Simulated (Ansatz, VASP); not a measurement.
# Ni in VASP and in Ansatz

Contents of POSCAR:

```
Ni
1.0
    0.0000000000      1.7620985924      1.7620985924
    1.7620985924      0.0000000000      1.7620985924
    1.7620985924      1.7620985924      0.0000000000
Ni
1
Direct
    0.0000000000      0.0000000000      0.0000000000
```

INCAR.step1

```
SYSTEM = Ni
ALGO = Normal
EDIFF = 1E-4
ENCUT = 520
GGA = PE
ISMEAR = 0
ISPIN = 2
LASPH = .TRUE.
LCHARG = .FALSE.
LMAXMIX = 4
LREAL = .FALSE.
LWAVE = .TRUE.
MAGMOM = 0.91
NBANDS = 15
NELM = 150
PREC = Accurate
SIGMA = 0.05
```

The input INCAR.step2:

```
SYSTEM = Ni
ALGO = Normal
EDIFF = 1E-6
ENCUT = 520
ISIF = 2
ISMEAR = 0
ISPIN = 2
ISTART = 1
LASPH = .TRUE.
LCHARG = .FALSE.
LMAXMIX = 4
LMIXTAU = .TRUE.
LORBIT = 11
LREAL = .FALSE.
LWAVE = .FALSE.
MAGMOM = 0.91
METAGGA = R2SCAN
NBANDS = 15
NELM = 150
PREC = Accurate
SIGMA = 0.05
```

Contents of KPOINTS:

```
k-points
0
G
  22 22 22
  0 0 0
```

Input for Ansatz:

```yaml
crystal:
  lattice:
    - [0.0, 1.7620985924, 1.7620985924]
    - [1.7620985924, 0.0, 1.7620985924]
    - [1.7620985924, 1.7620985924, 0.0]
  atoms:
    - { symbol: Ni, position: [0.0, 0.0, 0.0], spin: 0.91 }
basis:
  ecutwfc: 500
  ecutrho_ratio: 4
kpoints:
  mp_grid: { grid: [22, 22, 22] }
hamiltonian:
  xc: r2scan
scf:
  occupations: { method: gaussian, width: 0.05 }
output:
  forces: true
  stress: true
  eigenvalues: true
  populations: true
magnetization:
  spin_polarized: true
```

Alike in both runs: task single point; functional r2SCAN; k mesh 22 × 22 × 22; occupations gaussian, width 0.05 eV; collinear spin.

|  | VASP | Ansatz |
| --- | --- | --- |
| version | VASP 6.6.1 | Ansatz 0.2.0 |
| potentials or method | VASP PAW PBE potentials, release 64 (Ni), cutoff 520 eV | scalar-relativistic, plane waves, PAW |
| valence electrons in the cell | 10 | 18 |

Ansatz gave:

```
gap on the k mesh at the Fermi level (eV)                     : none
pressure (GPa)                                                : -7.7
net moment per atom (μB)                                      : 0.77
size of the moment on the site where the two differ most (μB) : 0.84
```

Q: Which values does VASP return?

A: gap on the k mesh at the Fermi level (eV): none; pressure (GPa): -7.3; net moment per atom (μB): 0.75; size of the moment on the site where the two differ most (μB): 0.78.

VASP's potentials were made for PBE, not for r2SCAN. Site moments also hang on the region over which each program counts them. A gap of «none» marks a metal or a gap that the smearing closes. VASP's potentials hold 10 valence electrons a cell and Ansatz's 18, so a difference there can come from the potentials and not from the codes. Ansatz's warnings: stability check not made.
